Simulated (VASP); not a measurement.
# CdS (wurtzite type) (P6_3mc) in VASP: a series of runs

The runs below take CdS (wurtzite type) through density of states, electric field gradients, with PBE.

Program: VASP 6.6.1. These are calculated values, not measurements. Logs are shortened: lines on timing, memory, paths and dates and some standing lists are left out, and cuts for length are marked.

## Step 1: The cell of the first run

It takes space group P6_3mc (No. 186, hexagonal). The conventional cell has a = 4.196 Å, b = 4.196 Å, c = 6.831 Å, α = 90.00°, β = 90.00°, γ = 120.00°. Within 3.4 Å of Cd (site symmetry 3m) lie 4 S at 2.57 Å. Within 3.4 Å of S (site symmetry 3m) lie 4 Cd at 2.57 Å.

## Step 2: Density of states, PBE

The input, POSCAR:

```
CdS
1.0
    4.1959786962      0.0000000000      0.0000000000
   -2.0979893481      3.6338241446      0.0000000000
    0.0000000000      0.0000000000      6.8307170330
Cd S
2 2
Direct
    0.3333333333      0.6666666667     -0.0002060933
    0.6666666667      0.3333333333      0.4997939067
    0.3333333333      0.6666666667      0.3762060933
    0.6666666667      0.3333333333      0.8762060933
```

The input, INCAR.step1:

```
PREC = Accurate
ENCUT = 520
EDIFF = 1E-6
ISMEAR = -1
SIGMA = 0.05
LREAL = False
LASPH = True
NELM = 100
ALGO = Normal
ISIF = 2
LWAVE = False
LCHARG = True
GGA = PE
NBANDS = 26
```

The input, KPOINTS.step1:

```
regular mesh
0
Gamma
  11 11 6
```

The input, INCAR.step2:

```
PREC = Accurate
ENCUT = 520
EDIFF = 1E-6
ISMEAR = -5
SIGMA = 0.05
LREAL = False
LASPH = True
NELM = 100
ALGO = Normal
ISIF = 2
LWAVE = False
LCHARG = False
GGA = PE
LORBIT = 11
NBANDS = 26
NEDOS = 1001
ICHARG = 11
```

The input, KPOINTS.step2:

```
regular mesh
0
Gamma
  17 17 9
```

Potentials or basis: VASP PAW PBE potentials, release 64 (Cd, S).

The run is started by

```bash
$ cat potpaw_PBE.64/Cd/POTCAR potpaw_PBE.64/S/POTCAR > POTCAR
$ cp INCAR.step1 INCAR
$ cp KPOINTS.step1 KPOINTS
$ mpirun -np 1 vasp_std > vasp.out
$ cp INCAR.step2 INCAR
$ cp KPOINTS.step2 KPOINTS
$ mpirun -np 1 vasp_std > vasp.out
```

OUTCAR:

```text
PREC = Accurate
   ENCUT = 520
   EDIFF = 1E-6
   ISMEAR = -5
   LREAL = False
   LASPH = True
   NELM = 100
   ISIF = 2
   GGA = PE
   LORBIT = 11
   ICHARG = 11

 ion  position               nearest neighbor table
   1  0.333  0.667  1.000-   4 2.57   4 2.57   4 2.57   3 2.57
   2  0.667  0.333  0.500-   3 2.57   3 2.57   3 2.57   4 2.57
   3  0.333  0.667  0.376-   2 2.57   2 2.57   2 2.57   1 2.57
   4  0.667  0.333  0.876-   1 2.57   1 2.57   1 2.57   2 2.57

  LATTYP: Found a hexagonal cell.
 ALAT       =     4.1959786962
 C/A-ratio  =     1.6279198555

  Lattice vectors:

 A1 = (   4.1959786962,   0.0000000000,   0.0000000000)
 A2 = (  -2.0979893481,   3.6338241446,   0.0000000000)
 A3 = (   0.0000000000,   0.0000000000,   6.8307170330)

Analysis of symmetry for initial positions (statically):
=====================================================================
 Subroutine PRICEL returns:
 Original cell was already a primitive cell.

 Routine SETGRP: Setting up the symmetry group for a
 hexagonal supercell.

 Subroutine GETGRP returns: Found 12 space group operations
 (whereof  6 operations were pure point group operations)
 out of a pool of 24 trial point group operations.

The static configuration has the point symmetry C_3v.
 The point group associated with its full space group is C_6v.

Analysis of symmetry for dynamics (positions and initial velocities):
=====================================================================
 Subroutine PRICEL returns:
 Original cell was already a primitive cell.

 Routine SETGRP: Setting up the symmetry group for a
 hexagonal supercell.

 Subroutine GETGRP returns: Found 12 space group operations
 (whereof  6 operations were pure point group operations)
 out of a pool of 24 trial point group operations.

The dynamic configuration has the point symmetry C_3v.
 The point group associated with its full space group is C_6v.

 Subroutine INISYM returns: Found 12 space group operations
 (whereof  6 operations are pure point group operations),
 and found     1 'primitive' translations

----------------------------------------------------------------------------------------

                                     Primitive cell

  volume of cell :     104.1510

  direct lattice vectors                    reciprocal lattice vectors
     4.195978696  0.000000000  0.000000000     0.238323422  0.137596092  0.000000000
    -2.097989348  3.633824145  0.000000000     0.000000000  0.275192183  0.000000000
     0.000000000  0.000000000  6.830717033     0.000000000  0.000000000  0.146397515

  length of vectors
     4.195978696  4.195978696  6.830717033     0.275192183  0.275192183  0.146397515

  position of ions in fractional coordinates (direct lattice)
     0.333333333  0.666666667  0.999793907
     0.666666667  0.333333333  0.499793907
     0.333333333  0.666666667  0.376206093
     0.666666667  0.333333333  0.876206093

  ion indices of the primitive-cell ions
   primitive index   ion index
                 1           1
                 2           2
                 3           3
                 4           4

----------------------------------------------------------------------------------------

 KPOINTS: regular mesh

Automatic generation of k-mesh.
 Grid dimensions read from file:
 generate k-points for:   17   17    9

 Generating k-lattice:

  Cartesian coordinates                     Fractional coordinates (reciprocal lattice)
     0.014019025  0.008093888  0.000000000     0.058823529  0.000000000  0.000000000
     0.000000000  0.016187775  0.000000000     0.000000000  0.058823529  0.000000000
     0.000000000  0.000000000  0.016266391     0.000000000  0.000000000  0.111111111

  Length of vectors
     0.016187775  0.016187775  0.016266391

  Shift w.r.t. Gamma in fractional coordinates (k-lattice)
     0.000000000  0.000000000  0.000000000

 TETIRR: Found   2533 inequivalent tetrahedra from    15606

 Subroutine IBZKPT returns following result:
 ===========================================

 Found    165 irreducible k-points:

 Following reciprocal coordinates:
            Coordinates               Weight
  0.000000  0.000000  0.000000      1.000000
  0.058824  0.000000  0.000000      6.000000
  0.117647 -0.000000  0.000000      6.000000
  0.176471  0.000000  0.000000      6.000000
  0.235294 -0.000000  0.000000      6.000000
  0.294118  0.000000  0.000000      6.000000
[... 16 lines left out ...]
  0.411765  0.117647  0.000000     12.000000
  0.176471  0.176471  0.000000      6.000000
 [... further k-points ...]
   k-points           NKPTS =    165   k-points in BZ     NKDIM =    165   number of bands    NBANDS=     26
   number of dos      NEDOS =   1001   number of ions     NIONS =      4
   total plane-waves  NPLWV =  55296
   dimension x,y,z NGX =    32 NGY =   32 NGZ =   54
   dimension x,y,z NGXF=    64 NGYF=   64 NGZF=  108
   ions per type =               2   2
   NGX,Y,Z   is equivalent  to a cutoff of  12.68, 12.68, 13.14 a.u.
   NGXF,Y,Z  is equivalent  to a cutoff of  25.36, 25.36, 26.29 a.u.
 SYSTEM =  unknown system
   PREC   = accura    normal or accurate (medium, high low for compatibility)
   ISTART =      0    job   : 0-new  1-cont  2-samecut
   ICHARG =     11    charge: 1-file 2-atom 10-const
   ISPIN  =      1    spin polarized calculation?
   LNONCOLLINEAR =      F non collinear calculations
   LSORBIT =      F    spin-orbit coupling
   LASPH  =      T    aspherical Exc in radial PAW
   ENCUT  =  520.0 eV  38.22 Ry    6.18 a.u.   7.80  7.80 12.70*2*pi/ulx,y,z
   NELM   =    100;   NELMIN=  2; NELMDL=  0     # of ELM steps
   EDIFF  = 0.1E-05   stopping-criterion for ELM
   LREAL  =      F    real-space projection
   EDIFFG = 0.1E-04   stopping-criterion for IOM
   NSW    =      0    number of steps for IOM
   IBRION =     -1    ionic relax: 0-MD 1-quasi-New 2-CG
   NFREE  =      0    steps in history (QN), initial steepest desc. (CG)
   ISIF   =      2    stress and relaxation
   ISYM   =      2    0-nonsym 1-usesym 2-fastsym
   POTIM  = 0.5000    time-step for ionic-motion
   TEBEG  =    0.0;   TEEND  =   0.0 temperature during run
   PSTRESS=    0.0 pullay stress
   NELECT =      36.0000    total number of electrons
   NUPDOWN=      -1.0000    fix difference up-down
   EMIN   =  10.00;   EMAX   =-10.00  energy-range for DOS
   EFERMI =   0.00;   METHOD = LEGACY
   ISMEAR =    -5;   SIGMA  =   0.05  broadening in eV -4-tet -1-fermi 0-gaus
   EFERMI_NEDOS =   21; number of points for ismear=-14 and -15
   IALGO  =     38    algorithm
   IMIX   =      4    mixing-type and parameters
     AMIX     =   0.40;   BMIX     =  1.00
     AMIX_MAG =   1.60;   BMIX_MAG =  1.00
  volume/ion in A,a.u.               =      26.04       175.71
  Fermi-wavevector in a.u.,A,eV,Ry     =   1.148915  2.171134 17.959763  1.320005
  Thomas-Fermi vector in A             =   2.285587
   LORBIT       =     11    0 simple, 1 ext, 2 COOP (PROOUT), +10 PAW based schemes
   GGA     = PE    functional components
   LHFCALC =     F    Hartree Fock is set to
   AEXX    =    0.0000 exact exchange contribution
   IVDW    =     0    specifies the selected vdW correction
   LEPSILON=     F    determine dielectric tensor
   LRPA    =     F    only Hartree local field effects (RPA)
 non-spin polarized calculation
 Fermi weights with tetrahedron method with Bloechl corrections
  energy-cutoff  :      520.00
  volume of cell :      104.15
 maximum number of plane-waves:      2830
 NGX is ok and might be reduce to    32

 number of electron      36.0000000 magnetization

 Free energy of the ion-electron system (eV)
  ---------------------------------------------------
  ext. energy  EPLUGINS =         0.00000000
  ---------------------------------------------------
  free energy    TOTEN  =       -12.30070102 eV

  energy without entropy =      -12.30070102  energy(sigma->0) =      -12.30070102

 E-fermi :   0.9200     XC(G=0):  -8.9193

 val. band max:        0.9109416019   @ k =   0.0000   0.0000   0.0000
 cond. band min:       2.0239931042   @ k =   0.0000   0.0000   0.0000
 fundamental gap:      1.1130515023
 Fermi energy:         0.9199648270

 k-point     1 :       0.0000    0.0000    0.0000
  band No.  band energies     occupation
      1     -11.1774      2.00000
      2     -10.7899      2.00000
      3      -6.6384      2.00000
      4      -6.6318      2.00000
      5      -6.6318      2.00000
      6      -6.5571      2.00000
[... 18 lines left out ...]
     25       8.4613      0.00000
     26       8.4614      0.00000

 k-point     2 :       0.0588    0.0000    0.0000
  band No.  band energies     occupation
      1     -11.1660      2.00000
      2     -10.7848      2.00000
      3      -6.6359      2.00000
      4      -6.6271      2.00000
      5      -6.6218      2.00000
      6      -6.5520      2.00000
[... 18 lines left out ...]
     25       8.4513      0.00000
     26       8.5341      0.00000

 k-point     3 :       0.1176   -0.0000    0.0000
  band No.  band energies     occupation
      1     -11.1331      2.00000
      2     -10.7703      2.00000
      3      -6.6246      2.00000
      4      -6.6139      2.00000
      5      -6.5960      2.00000
      6      -6.5361      2.00000
[... 572 lines left out ...]
 k-point    23 :       0.4118    0.1176    0.0000
  band No.  band energies     occupation
      1     -10.7872      2.00000
      2     -10.6779      2.00000
      3      -6.5500      2.00000
      4      -6.5195      2.00000
      5      -6.3743      2.00000
      6      -6.3633      2.00000
[... 18 lines left out ...]
     25       9.5533      0.00000
     26      10.3245      0.00000

 k-point    24 :       0.1765    0.1765    0.0000
  band No.  band energies     occupation
      1     -10.9361      2.00000
      2     -10.6989      2.00000
      3      -6.5651      2.00000
      4      -6.5510      2.00000
      5      -6.4504      2.00000
      6      -6.4437      2.00000
[... 18 lines left out ...]
     25       8.9238      0.00000
     26       9.5677      0.00000

 [... further k-points ...]

------------------------ aborting loop because EDIFF is reached ----------------------------------------

  FORCE on cell =-STRESS in cart. coord.  units (eV):
  Direction    XX          YY          ZZ          XY          YZ          ZX
  --------------------------------------------------------------------------------------
  -------------------------------------------------------------------------------------
  Total        0.1919448      0.1919448      0.1906011      0.0000000      0.0000000      0.0000000
  in kB        2.9527278      2.9527278      2.9320574      0.0000000      0.0000000      0.0000000
  external PRESSURE =       2.9458377 kB  Pullay stress =       0.0000000 kB

 VOLUME and BASIS-vectors are now :
 -----------------------------------------------------------------------------
  energy-cutoff  :      520.00
  volume of cell :      104.15
      direct lattice vectors                 reciprocal lattice vectors
     4.195978696  0.000000000  0.000000000     0.238323422  0.137596092  0.000000000
    -2.097989348  3.633824145  0.000000000     0.000000000  0.275192183  0.000000000
     0.000000000  0.000000000  6.830717033     0.000000000  0.000000000  0.146397515

 POSITION                                       TOTAL-FORCE (eV/Angst)
 -----------------------------------------------------------------------------------
     -0.00000      2.42255      6.82931        -0.000000     -0.000000     -0.001843
      2.09799      1.21127      3.41395         0.000000      0.000000     -0.001843
     -0.00000      2.42255      2.56976         0.000000     -0.000000      0.001843
      2.09799      1.21127      5.98512         0.000000      0.000000      0.001843
 -----------------------------------------------------------------------------------
    total drift:                               -0.000000     -0.000000     -0.000661

  FREE ENERGIE OF THE ION-ELECTRON SYSTEM (eV)
  ---------------------------------------------------
  free  energy   TOTEN  =       -12.3007010151 eV

  energy  without entropy=      -12.3007010151  energy(sigma->0) =      -12.30070102

 total charge

# of ion       s       p       d       tot
------------------------------------------
    1        0.416   0.298   9.564  10.279
    2        0.416   0.298   9.564  10.279
    3        1.325   2.384   0.000   3.708
    4        1.325   2.384   0.000   3.708
--------------------------------------------------
tot          3.482   5.364  19.129  27.975
```

Wall time 4.1 min (1 thread of Intel Xeon Platinum 8488C (Sapphire Rapids), shared host); peak memory 0.47 GiB.

What came out:

```yaml
Valence_electrons_inside_the_program's_atomic_spheres: Cd 10.28; S 3.71
```

Levels at points of the mesh, in eV from the valence-band top:
```
           k point  band 15  band 16  band 17  band 18  band 19  band 20  band 21  band 22
(0.00, 0.00, 0.00)    -0.69    -0.04     0.00     0.00     1.11     2.74     6.48     6.48
```

## Step 3: Electric field gradients, PBE

The input, INCAR:

```
SYSTEM = CdS
PREC = Accurate
ENCUT = 520
EDIFF = 1E-8
ISMEAR = -1
SIGMA = 0.05
LREAL = .False.
LASPH = .True.
NELM = 100
ALGO = Normal
ISIF = 2
LWAVE = .False.
LCHARG = .False.
GGA = PE
LEFG = .True.
NBANDS = 26
```

The input, KPOINTS:

```
regular mesh
0
Gamma
  11 11 6
  0 0 0
```

POSCAR is that of step 2.

Potentials or basis: VASP PAW PBE potentials, release 64 (Cd, S).

The run is started by

```bash
$ cat potpaw_PBE.64/Cd/POTCAR potpaw_PBE.64/S/POTCAR > POTCAR
$ mpirun -np 1 vasp_std > vasp.out
```

OUTCAR:

```text
SYSTEM = CdS
   PREC = Accurate
   ENCUT = 520
   EDIFF = 1E-8
   ISMEAR = -1
   LREAL = .False.
   LASPH = .True.
   NELM = 100
   ISIF = 2
   GGA = PE

 ion  position               nearest neighbor table
   1  0.333  0.667  1.000-   4 2.57   4 2.57   4 2.57   3 2.57
   2  0.667  0.333  0.500-   3 2.57   3 2.57   3 2.57   4 2.57
   3  0.333  0.667  0.376-   2 2.57   2 2.57   2 2.57   1 2.57
   4  0.667  0.333  0.876-   1 2.57   1 2.57   1 2.57   2 2.57

  LATTYP: Found a hexagonal cell.
 ALAT       =     4.1959786962
 C/A-ratio  =     1.6279198555

  Lattice vectors:

[... 925 lines left out ...]
 ion       V_xx      V_yy      V_zz      V_xy      V_xz      V_yz
---------------------------------------------------------------------
   1      -1.506    -1.504     3.010     0.001    -0.000     0.000
   2      -1.506    -1.504     3.010     0.001     0.000    -0.000
   3      -0.071    -0.071     0.141     0.000     0.000    -0.000
   4      -0.071    -0.071     0.141     0.000    -0.000     0.000
---------------------------------------------------------------------

 Electric field gradients after diagonalization (V/A^2)
 (convention: |V_zz| > |V_xx| > |V_yy|)
----------------------------------------------------------------------
 ion       V_xx      V_yy      V_zz     asymmetry (V_yy - V_xx)/ V_zz
----------------------------------------------------------------------
   1      -1.506    -1.504     3.010       0.001
   2      -1.506    -1.504     3.010       0.001
   3      -0.071    -0.070     0.141       0.004
   4      -0.071    -0.070     0.141       0.004
----------------------------------------------------------------------

           NMR quadrupolar parameters

 Cq : quadrupolar parameter    Cq=e*Q*V_zz/h
 eta: asymmetry parameters     (V_yy - V_xx)/ V_zz
 Q  : nuclear electric quadrupole moment in mb (millibarn)
----------------------------------------------------------------------
 ion       Cq(MHz)       eta       Q (mb)
----------------------------------------------------------------------
   1       0.007       0.001       1.000
   2       0.007       0.001       1.000
   3       0.000       0.004       1.000
   4       0.000       0.004       1.000
----------------------------------------------------------------------
```

OSZICAR:

```text
N       E                     dE             d eps       ncg     rms          rms(c)
DAV:   1     0.245073488694E+03    0.24507E+03   -0.17435E+04  3328   0.126E+03
DAV:   2     0.421575563604E+00   -0.24465E+03   -0.23619E+03  3624   0.316E+02
DAV:   3    -0.132556009055E+02   -0.13677E+02   -0.13594E+02  3990   0.745E+01
[... 11 lines left out ...]
DAV:  15    -0.122997789772E+02    0.19908E-06   -0.29517E-07  4016   0.306E-03    0.302E-03
DAV:  16    -0.122997789557E+02    0.21560E-07   -0.47624E-08  2992   0.141E-03    0.133E-03
DAV:  17    -0.122997789942E+02   -0.38530E-07   -0.37863E-09  2634   0.506E-04    0.482E-04
DAV:  18    -0.122997790318E+02   -0.37546E-07   -0.89949E-09  1784   0.688E-04    0.245E-04
DAV:  19    -0.122997790281E+02    0.36734E-08   -0.15509E-09  1726   0.272E-04
   1 F= -.12299779E+02 E0= -.12299779E+02  d E =-.159596E-06
```

It took 2.8 min on 1 thread of Intel Xeon Platinum 8488C (Sapphire Rapids), shared host; peak memory 0.31 GiB.

What came out:

```
Free energy            : -12.2998 eV
Pressure               : 0.3 GPa
Band gap on the k mesh : 1.11 eV, direct
```

Levels at points of the mesh, in eV from the valence-band top:
```tsv
k point	band 14	band 15	band 16	band 17	band 18	band 19	band 20	band 21	band 22	band 23
(0.00, 0.00, 0.00)	-0.69	-0.69	-0.04	0.00	0.00	1.11	2.74	6.48	6.48	6.78
(0.00, 0.00, 0.50)	-2.37	-0.36	-0.36	-0.36	-0.36	2.76	2.76	6.14	6.14	6.83
```

Electric field gradients, principal values (V/Å²):
```csv
atom,least,middle,greatest (by size)
1 Cd,-1.504,-1.506,3.010
2 Cd,-1.504,-1.506,3.010
3 S,-0.070,-0.071,0.141
4 S,-0.070,-0.071,0.141
```

Caveat: without QUAD_EFG the Cq values of the log hold for a quadrupole moment of 1 mb, not for the nuclei. A hybrid or GW would open this gap; PBE tends to underestimate it.

(Continued in part 2 of 2.)
